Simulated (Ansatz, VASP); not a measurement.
Two plane-wave programs on SiO2

```xyz
12
Lattice="5.1872 0.0000 0.0000 -2.5936 4.4922 0.0000 0.0000 0.0000 8.5146" Properties=species:S:1:pos:R:3 pbc="T T T"
Si    2.5936    1.4974    7.9883
Si    2.5936    1.4974    4.7836
Si    0.0000    2.9948    0.5263
Si    0.0000    2.9948    3.7310
O    -1.1596    2.0086    0.0000
O     1.1596    2.0086    4.2573
O     2.8679    0.0000    4.2573
O     1.4339    2.4836    0.0000
O    -1.4339    2.4836    4.2573
O     2.5936    1.4974    6.3859
O     0.0000    2.9948    2.1286
O     2.3193    0.0000    0.0000
```

Alike in both runs: task single point; functional r2SCAN; k mesh 6 × 6 × 4; occupations gaussian, width 0.02 eV; no spin polarisation.

|  | VASP | Ansatz |
| --- | --- | --- |
| version | VASP 6.6.1 | Ansatz 0.2.0 |
| potentials or method | VASP PAW PBE potentials, release 64 (Si, O), cutoff 520 eV | scalar-relativistic, plane waves, PAW |
| valence electrons in the cell | 64 | 64 |

|  | VASP | Ansatz | Ansatz less VASP |
| --- | --- | --- | --- |
| gap on the k mesh at the Fermi level (eV) | 6.10 | 6.10 | +0.006 |
| least direct gap on the mesh (eV) | 6.11 | 6.11 | +0.006 |
| pressure (GPa) | -1.0 | -1.1 | -0.11 |
| traceless stress, the component that is largest in VASP (GPa) | 1.11 | 1.12 | +0.003 |

VASP's potentials were made for PBE, not for r2SCAN.
